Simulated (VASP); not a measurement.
# Pb (P6_3/mmc) in VASP: notebook

The runs below take Pb through single point, relaxation of cell and atoms, with PBE.

All numbers are computed with VASP 6.6.1; they aren't measurements. Logs are shortened: lines on timing, memory, paths and dates and some standing lists are left out, and cuts for length are marked.

## 1. The cell of the first run

It takes space group P6_3/mmc (No. 194, hexagonal). Conventional cell: a = 3.531 Å, b = 3.531 Å, c = 5.924 Å, α = 90.00°, β = 90.00°, γ = 120.00°. Pb (site symmetry -6m2) has 12 Pb at 3.53 to 3.60 Å within 4.6 Å.

This isn't the form of Pb at room conditions, which is fcc.

## 2. Single point, PBE

The input, INCAR:

```
SYSTEM = Pb
PREC     = Accurate       ! precision mode
ENCUT    = 500            ! plane-wave cutoff, eV
EDIFF    = 1E-6           ! SCF threshold, eV
ISMEAR   = 0              ! smearing method
SIGMA    = 0.05           ! smearing width, eV
LREAL    = .FALSE.        ! projectors in reciprocal space
LASPH    = .TRUE.         ! aspherical terms in the spheres
NELM     = 120            ! most SCF steps
ALGO     = Normal         ! electronic algorithm
ISIF     = 2              ! what is computed and relaxed
LWAVE    = .FALSE.        ! write WAVECAR
LCHARG   = .TRUE.         ! write CHGCAR
GGA      = PE             ! functional
LELF     = .TRUE.         ! ELF
LVHAR    = .TRUE.       
NBANDS   = 21             ! bands
GGA_COMPAT= .FALSE.
```

The input, KPOINTS:

```
Automatic mesh
0
G
  6 6 4
  0 0 0
```

The input, POSCAR:

```
Pb
1.0
    3.5314917958      0.0000000000      0.0000000000
   -1.7657458979      3.0583616085      0.0000000000
    0.0000000000      0.0000000000      5.9237551463
Pb
2
Direct
    0.3333333333      0.6666666667      0.7500000000
    0.6666666667      0.3333333333      0.2500000000
```

Potentials or basis: VASP PAW PBE potentials, release 64 (Pb_d).

Run with:

```bash
$ cat potpaw_PBE.64/Pb_d/POTCAR > POTCAR
$ mpirun -np 1 vasp_std > vasp.out
```

OUTCAR:

```text
SYSTEM = Pb
   PREC = Accurate
   ENCUT = 500
   EDIFF = 1E-6
   ISMEAR = 0
   LREAL = .FALSE.
   LASPH = .TRUE.
   NELM = 120
   ISIF = 2
   GGA = PE

 ion  position               nearest neighbor table
   1  0.333  0.667  0.750-   2 3.60   2 3.60   2 3.60   2 3.60   2 3.60   2 3.60
   2  0.667  0.333  0.250-   1 3.60   1 3.60   1 3.60   1 3.60   1 3.60   1 3.60

  LATTYP: Found a hexagonal cell.
 ALAT       =     3.5314917958
 C/A-ratio  =     1.6774087238

  Lattice vectors:

 A1 = (   3.5314917958,   0.0000000000,   0.0000000000)
 A2 = (  -1.7657458979,   3.0583616085,   0.0000000000)
 A3 = (   0.0000000000,   0.0000000000,   5.9237551463)

Analysis of symmetry for initial positions (statically):
=====================================================================
 Subroutine PRICEL returns:
 Original cell was already a primitive cell.

 Routine SETGRP: Setting up the symmetry group for a
 hexagonal supercell.

 Subroutine GETGRP returns: Found 24 space group operations
 (whereof 12 operations were pure point group operations)
 out of a pool of 24 trial point group operations.

The static configuration has the point symmetry D_3d.
 The point group associated with its full space group is D_6h.

Analysis of symmetry for dynamics (positions and initial velocities):
=====================================================================
 Subroutine PRICEL returns:
 Original cell was already a primitive cell.

 Routine SETGRP: Setting up the symmetry group for a
 hexagonal supercell.

 Subroutine GETGRP returns: Found 24 space group operations
 (whereof 12 operations were pure point group operations)
 out of a pool of 24 trial point group operations.

The dynamic configuration has the point symmetry D_3d.
 The point group associated with its full space group is D_6h.

 Subroutine INISYM returns: Found 24 space group operations
 (whereof 12 operations are pure point group operations),
 and found     1 'primitive' translations

----------------------------------------------------------------------------------------

                                     Primitive cell

  volume of cell :      63.9800

  direct lattice vectors                    reciprocal lattice vectors
     3.531491796  0.000000000  0.000000000     0.283166451  0.163486227  0.000000000
    -1.765745898  3.058361608  0.000000000     0.000000000  0.326972454  0.000000000
     0.000000000  0.000000000  5.923755146     0.000000000  0.000000000  0.168811839
[... 77 lines left out ...]
   LASPH  =      T    aspherical Exc in radial PAW
   ENCUT  =  500.0 eV  36.75 Ry    6.06 a.u.   6.44  6.44 10.80*2*pi/ulx,y,z
   NELM   =    120;   NELMIN=  2; NELMDL= -5     # of ELM steps
   EDIFF  = 0.1E-05   stopping-criterion for ELM
   LREAL  =      F    real-space projection
   EDIFFG = 0.1E-04   stopping-criterion for IOM
   NSW    =      0    number of steps for IOM
   IBRION =     -1    ionic relax: 0-MD 1-quasi-New 2-CG
   NFREE  =      0    steps in history (QN), initial steepest desc. (CG)
   ISIF   =      2    stress and relaxation
   ISYM   =      2    0-nonsym 1-usesym 2-fastsym
   POTIM  = 0.5000    time-step for ionic-motion
   TEBEG  =    0.0;   TEEND  =   0.0 temperature during run
   PSTRESS=    0.0 pullay stress
   NELECT =      28.0000    total number of electrons
   NUPDOWN=      -1.0000    fix difference up-down
   EMIN   =  10.00;   EMAX   =-10.00  energy-range for DOS
   EFERMI =   0.00;   METHOD = LEGACY
   ISMEAR =     0;   SIGMA  =   0.05  broadening in eV -4-tet -1-fermi 0-gaus
   EFERMI_NEDOS =   21; number of points for ismear=-14 and -15
   IALGO  =     38    algorithm
   IMIX   =      4    mixing-type and parameters
     AMIX     =   0.40;   BMIX     =  1.00
     AMIX_MAG =   1.60;   BMIX_MAG =  1.00
  volume/ion in A,a.u.               =      31.99       215.88
  Fermi-wavevector in a.u.,A,eV,Ry     =   1.242928  2.348794 21.019248  1.544871
  Thomas-Fermi vector in A             =   2.377262
   LORBIT       =      0    0 simple, 1 ext, 2 COOP (PROOUT), +10 PAW based schemes
   GGA     = PE    functional components
   LHFCALC =     F    Hartree Fock is set to
   AEXX    =    0.0000 exact exchange contribution
   IVDW    =     0    specifies the selected vdW correction
   LEPSILON=     F    determine dielectric tensor
   LRPA    =     F    only Hartree local field effects (RPA)
 non-spin polarized calculation
 Gauss-broadening in eV      SIGMA  =   0.05
  energy-cutoff  :      500.00
  volume of cell :       63.98
 maximum number of plane-waves:      1649
 NGX is ok and might be reduce to    28
   NGX = 13   NGY = 13   NGZ = 21

 number of electron      27.9999993 magnetization

 Free energy of the ion-electron system (eV)
  ---------------------------------------------------
  ext. energy  EPLUGINS =         0.00000000
  ---------------------------------------------------
  free energy    TOTEN  =        -7.02623282 eV

  energy without entropy =       -7.02248742  energy(sigma->0) =       -7.02436012

 E-fermi :   6.7486     XC(G=0):  -9.9294

 val. band max:        6.6032985980   @ k =   0.1667   0.1667   0.0000
 cond. band min:       6.7724195671   @ k =   0.3333   0.1667   0.2500
 fundamental gap:      0.1691209691
 Fermi energy:         6.7485734267

 k-point     1 :       0.0000    0.0000    0.0000
  band No.  band energies     occupation
      1     -10.3587      2.00000
      2     -10.3517      2.00000
      3     -10.3284      2.00000
      4     -10.3284      2.00000
      5     -10.3128      2.00000
      6     -10.3128      2.00000
[... 493 lines left out ...]
     20      15.1068      0.00000
     21      15.2102      0.00000

------------------------ aborting loop because EDIFF is reached ----------------------------------------

  FORCE on cell =-STRESS in cart. coord.  units (eV):
  Direction    XX          YY          ZZ          XY          YZ          ZX
  --------------------------------------------------------------------------------------
  -------------------------------------------------------------------------------------
  Total        0.0530514      0.0530514      0.0699346      0.0000000      0.0000000     -0.0000000
  in kB        1.3285050      1.3285050      1.7512915      0.0000000      0.0000000     -0.0000000
  external PRESSURE =       1.4694338 kB  Pullay stress =       0.0000000 kB

 VOLUME and BASIS-vectors are now :
 -----------------------------------------------------------------------------
  energy-cutoff  :      500.00
  volume of cell :       63.98
      direct lattice vectors                 reciprocal lattice vectors
     3.531491796  0.000000000  0.000000000     0.283166451  0.163486227  0.000000000
    -1.765745898  3.058361608  0.000000000     0.000000000  0.326972454  0.000000000
     0.000000000  0.000000000  5.923755146     0.000000000  0.000000000  0.168811839

 POSITION                                       TOTAL-FORCE (eV/Angst)
 -----------------------------------------------------------------------------------
     -0.00000      2.03891      4.44282        -0.000000      0.000000      0.000000
      1.76575      1.01945      1.48094         0.000000     -0.000000      0.000000
 -----------------------------------------------------------------------------------
    total drift:                               -0.000000      0.000000      0.000000

  FREE ENERGIE OF THE ION-ELECTRON SYSTEM (eV)
  ---------------------------------------------------
  free  energy   TOTEN  =        -7.0262328162 eV

  energy  without entropy=       -7.0224874205  energy(sigma->0) =       -7.02436012
```

stdout:

```text
POSCAR found type information on POSCAR Pb
 POSCAR found :  1 types and       2 ions
 scaLAPACK will be used
 LDA part: xc-table for (Slater+PW92), standard interpolation
 POSCAR, INCAR and KPOINTS ok, starting setup
 FFT: planning ... GRIDC
 FFT: planning ... GRID_SOFT
 FFT: planning ... GRID
 WAVECAR not read
 entering main loop
```

Run time: 32 s. Hardware: 1 thread of Intel Xeon 8259CL, shared host; peak memory 0.18 GiB.

Results:

| Quantity | Value |
| --- | --- |
| Free energy | -7.0262 eV |
| Pressure | 0.1 GPa |
| Band gap on the k mesh | zero (bands 14 and 15 overlap by 7.23 eV) |

Caveat: spin-orbit coupling is left out, which moves the levels of the heavy elements.

## 3. Relaxation of cell and atoms, PBE

This run uses another cell than the first one, of 30.32 Å³/atom.

The input, INCAR:

```
SYSTEM = Pb
PREC = Accurate
ENCUT = 500
EDIFF = 1E-7
ISMEAR = 0
SIGMA = 0.05
LREAL = .False.
LASPH = .True.
NELM = 120
ALGO = Normal
ISIF = 3
LWAVE = .False.
LCHARG = .False.
GGA = PE
IBRION = 2
NSW = 80
EDIFFG = -0.03
GGA_COMPAT = .False.
NELMIN = 4
```

The input, KPOINTS:

```
Automatic mesh
0
Gamma
  6 6 4
  0 0 0
```

The input, POSCAR:

```
Pb
1.0
    3.4999338747      0.0000000000      0.0000000000
   -1.7499669373      3.0310316470      0.0000000000
    0.0000000000      0.0000000000      5.7165586620
Pb
2
Direct
    0.3333333333      0.6666666667      0.7500000000
    0.6666666667      0.3333333333      0.2500000000
```

Potentials or basis: VASP PAW PBE potentials, release 64 (Pb_d).

Run with:

```bash
$ cat potpaw_PBE.64/Pb_d/POTCAR > POTCAR
$ mpirun -np 1 vasp_std > vasp.out
```

OUTCAR:

```text
SYSTEM = Pb
   PREC = Accurate
   ENCUT = 500
   EDIFF = 1E-7
   ISMEAR = 0
   LREAL = .False.
   LASPH = .True.
   NELM = 120
   ISIF = 3
   GGA = PE
   IBRION = 2
   NSW = 80
   EDIFFG = -0.03
   NELMIN = 4

 ion  position               nearest neighbor table
   1  0.333  0.667  0.750-   2 3.50   2 3.50   2 3.50   2 3.50   2 3.50   2 3.50
   2  0.667  0.333  0.250-   1 3.50   1 3.50   1 3.50   1 3.50   1 3.50   1 3.50

  LATTYP: Found a hexagonal cell.
 ALAT       =     3.4999338747
 C/A-ratio  =     1.6333333333

  Lattice vectors:

 A1 = (   3.4999338747,   0.0000000000,   0.0000000000)
 A2 = (  -1.7499669373,   3.0310316470,   0.0000000000)
 A3 = (   0.0000000000,   0.0000000000,   5.7165586620)

Analysis of symmetry for initial positions (statically):
=====================================================================
 Subroutine PRICEL returns:
 Original cell was already a primitive cell.

 Routine SETGRP: Setting up the symmetry group for a
 hexagonal supercell.

 Subroutine GETGRP returns: Found 24 space group operations
 (whereof 12 operations were pure point group operations)
 out of a pool of 24 trial point group operations.

The static configuration has the point symmetry D_3d.
 The point group associated with its full space group is D_6h.

Analysis of symmetry for dynamics (positions and initial velocities):
=====================================================================
 Subroutine PRICEL returns:
 Original cell was already a primitive cell.

 Routine SETGRP: Setting up the symmetry group for a
 hexagonal supercell.

 Subroutine GETGRP returns: Found 24 space group operations
 (whereof 12 operations were pure point group operations)
 out of a pool of 24 trial point group operations.

The dynamic configuration has the point symmetry D_3d.
 The point group associated with its full space group is D_6h.

 Subroutine INISYM returns: Found 24 space group operations
 (whereof 12 operations are pure point group operations),
 and found     1 'primitive' translations

----------------------------------------------------------------------------------------

                                     Primitive cell

  volume of cell :      60.6436

  direct lattice vectors                    reciprocal lattice vectors
     3.499933875  0.000000000  0.000000000     0.285719684  0.164960336  0.000000000
    -1.749966937  3.031031647  0.000000000     0.000000000  0.329920673  0.000000000
     0.000000000  0.000000000  5.716558662     0.000000000  0.000000000  0.174930419

  length of vectors
     3.499933875  3.499933875  5.716558662     0.329920673  0.329920673  0.174930419

  position of ions in fractional coordinates (direct lattice)
     0.333333333  0.666666667  0.750000000
     0.666666667  0.333333333  0.250000000

  ion indices of the primitive-cell ions
   primitive index   ion index
                 1           1
                 2           2

----------------------------------------------------------------------------------------

 KPOINTS: Automatic mesh

Automatic generation of k-mesh.
 Grid dimensions read from file:
 generate k-points for:    6    6    4

 Generating k-lattice:

  Cartesian coordinates                     Fractional coordinates (reciprocal lattice)
     0.047619947  0.027493389  0.000000000     0.166666667  0.000000000  0.000000000
     0.000000000  0.054986779  0.000000000     0.000000000  0.166666667  0.000000000
     0.000000000  0.000000000  0.043732605     0.000000000  0.000000000  0.250000000

  Length of vectors
     0.054986779  0.054986779  0.043732605

  Shift w.r.t. Gamma in fractional coordinates (k-lattice)
     0.000000000  0.000000000  0.000000000

 Subroutine IBZKPT returns following result:
 ===========================================

 Found     21 irreducible k-points:

 Following reciprocal coordinates:
            Coordinates               Weight
  0.000000  0.000000  0.000000      1.000000
  0.166667  0.000000  0.000000      6.000000
  0.333333  0.000000  0.000000      6.000000
  0.500000  0.000000  0.000000      3.000000
  0.166667  0.166667  0.000000      6.000000
  0.333333  0.166667  0.000000     12.000000
[... 13 lines left out ...]
  0.333333  0.166667  0.500000     12.000000
  0.333333  0.333333  0.500000      2.000000
   k-points           NKPTS =     21   k-points in BZ     NKDIM =     21   number of bands    NBANDS=     18
   number of dos      NEDOS =    301   number of ions     NIONS =      2
   total plane-waves  NPLWV =  32928
   dimension x,y,z NGX =    28 NGY =   28 NGZ =   42
   dimension x,y,z NGXF=    56 NGYF=   56 NGZF=   84
   ions per type =               2
   NGX,Y,Z   is equivalent  to a cutoff of  13.30, 13.30, 12.21 a.u.
   NGXF,Y,Z  is equivalent  to a cutoff of  26.60, 26.60, 24.43 a.u.
 SYSTEM =  Pb
   PREC   = accura    normal or accurate (medium, high low for compatibility)
   ISTART =      0    job   : 0-new  1-cont  2-samecut
   ICHARG =      2    charge: 1-file 2-atom 10-const
   ISPIN  =      1    spin polarized calculation?
   LNONCOLLINEAR =      F non collinear calculations
   LSORBIT =      F    spin-orbit coupling
   LASPH  =      T    aspherical Exc in radial PAW
   ENCUT  =  500.0 eV  36.75 Ry    6.06 a.u.   6.38  6.38 10.42*2*pi/ulx,y,z
   NELM   =    120;   NELMIN=  4; NELMDL= -5     # of ELM steps
   EDIFF  = 0.1E-06   stopping-criterion for ELM
   LREAL  =      F    real-space projection
   EDIFFG = -.3E-01   stopping-criterion for IOM
   NSW    =     80    number of steps for IOM
   IBRION =      2    ionic relax: 0-MD 1-quasi-New 2-CG
   NFREE  =      1    steps in history (QN), initial steepest desc. (CG)
   ISIF   =      3    stress and relaxation
   ISYM   =      2    0-nonsym 1-usesym 2-fastsym
   POTIM  = 0.5000    time-step for ionic-motion
   TEBEG  =    0.0;   TEEND  =   0.0 temperature during run
   PSTRESS=    0.0 pullay stress
   NELECT =      28.0000    total number of electrons
   NUPDOWN=      -1.0000    fix difference up-down
   EMIN   =  10.00;   EMAX   =-10.00  energy-range for DOS
   EFERMI =   0.00;   METHOD = LEGACY
   ISMEAR =     0;   SIGMA  =   0.05  broadening in eV -4-tet -1-fermi 0-gaus
   EFERMI_NEDOS =   21; number of points for ismear=-14 and -15
   IALGO  =     38    algorithm
   IMIX   =      4    mixing-type and parameters
     AMIX     =   0.40;   BMIX     =  1.00
     AMIX_MAG =   1.60;   BMIX_MAG =  1.00
  volume/ion in A,a.u.               =      30.32       204.62
  Fermi-wavevector in a.u.,A,eV,Ry     =   1.265317  2.391102 21.783280  1.601026
  Thomas-Fermi vector in A             =   2.398576
   LORBIT       =      0    0 simple, 1 ext, 2 COOP (PROOUT), +10 PAW based schemes
   GGA     = PE    functional components
   LHFCALC =     F    Hartree Fock is set to
   AEXX    =    0.0000 exact exchange contribution
   IVDW    =     0    specifies the selected vdW correction
   LEPSILON=     F    determine dielectric tensor
   LRPA    =     F    only Hartree local field effects (RPA)
 conjugate gradient relaxation of ions
 non-spin polarized calculation
 Gauss-broadening in eV      SIGMA  =   0.05
  energy-cutoff  :      500.00
  volume of cell :       60.64
 maximum number of plane-waves:      1578
 NGX is ok and might be reduce to    28
   NGX = 13   NGY = 13   NGZ = 21

--------------------------------------- Ionic step        1  -------------------------------------------

 number of electron      27.9999994 magnetization

 Free energy of the ion-electron system (eV)
  ---------------------------------------------------
  ext. energy  EPLUGINS =         0.00000000
  ---------------------------------------------------
  free energy    TOTEN  =        -6.99317253 eV

  energy without entropy =       -6.98627864  energy(sigma->0) =       -6.98972558

 E-fermi :   7.2526     XC(G=0): -10.1842

 val. band max:        7.2418902668   @ k =   0.3333   0.0000   0.2500
 cond. band min:       7.2579527825   @ k =   0.3333   0.1667   0.2500
 fundamental gap:      0.0160625157
 Fermi energy:         7.2526403794

 k-point     1 :       0.0000    0.0000    0.0000
  band No.  band energies     occupation
      1      -9.8131      2.00000
      2      -9.7836      2.00000
      3      -9.7676      2.00000
      4      -9.7676      2.00000
      5      -9.7467      2.00000
      6      -9.7467      2.00000
[... 10 lines left out ...]
     17      14.6257      0.00000
     18      14.8277      0.00000
[... 487 lines left out ...]
  energy  without entropy=       -7.0119806893  energy(sigma->0) =       -7.01541856

--------------------------------------- Ionic step        3  -------------------------------------------

 number of electron      27.9999999 magnetization

 Free energy of the ion-electron system (eV)
  ---------------------------------------------------
  ext. energy  EPLUGINS =         0.00000000
  ---------------------------------------------------
  free energy    TOTEN  =        -7.02055646 eV

  energy without entropy =       -7.01367912  energy(sigma->0) =       -7.01711779

 E-fermi :   6.6722     XC(G=0):  -9.9172

 val. band max:        6.6608462492   @ k =   0.3333   0.0000   0.2500
 cond. band min:       6.6778368052   @ k =   0.3333   0.1667   0.2500
 fundamental gap:      0.0169905559
 Fermi energy:         6.6722255251

 k-point     1 :       0.0000    0.0000    0.0000
  band No.  band energies     occupation
      1     -10.3835      2.00000
      2     -10.3658      2.00000
      3     -10.3531      2.00000
      4     -10.3531      2.00000
      5     -10.3361      2.00000
      6     -10.3361      2.00000
[... 10 lines left out ...]
     17      13.5781      0.00000
     18      13.7526      0.00000
[... 447 lines left out ...]
  FREE ENERGIE OF THE ION-ELECTRON SYSTEM (eV)
  ---------------------------------------------------
  free  energy   TOTEN  =        -7.0205564635 eV

  energy  without entropy=       -7.0136791197  energy(sigma->0) =       -7.01711779

 reached required accuracy - stopping structural energy minimisation
```

Run time: 79 s. Hardware: 1 thread of Intel Xeon 8259CL, shared host; peak memory 0.19 GiB.

What came out:

| Property | Result |
| --- | --- |
| Free energy | -7.0206 eV |
| Relaxed volume | 32.08 Å³/atom |
| Relaxed cell | a = 3.566 Å, b = 3.566 Å, c = 5.826 Å, α = 90.00°, β = 90.00°, γ = 120.00° |
| Space group after relaxing (to 0.1 Å) | P6_3/mmc (No. 194) |
| Energy gained by relaxing | 13.7 meV/atom |
| Ionic steps | 3 |
| Pressure after relaxing | 0.0 GPa |
| Band gap on the k mesh | zero (bands 14 and 15 overlap by 6.95 eV) |

Stress tensor (GPa, compression positive):
```
-0.05  0.00  0.00
 0.00 -0.05  0.00
 0.00  0.00  0.12
```

The path:
| step | energy change (eV) | largest force (eV/Å) | pressure (GPa) | volume (Å³) |
| --- | --- | --- | --- | --- |
| 1 | 0.0000 | 0.0000 | 2.62 | 60.64 |
| 2 | -0.0257 | 0.0000 | -0.57 | 65.11 |
| 3 | -0.0274 | 0.0000 | 0.01 | 64.16 |

Final structure:
```
CELL_PARAMETERS angstrom
3.56588 0.00000 0.00000
-1.78294 3.08814 0.00000
0.00000 0.00000 5.82647
ATOMIC_POSITIONS crystal
Pb 0.33333 0.66667 0.75000
Pb 0.66667 0.33333 0.25000
```

Caveat: spin-orbit coupling is left out, which moves the levels of the heavy elements.

The gap in the log of VASP goes by the Fermi energy; the results here count the filled bands.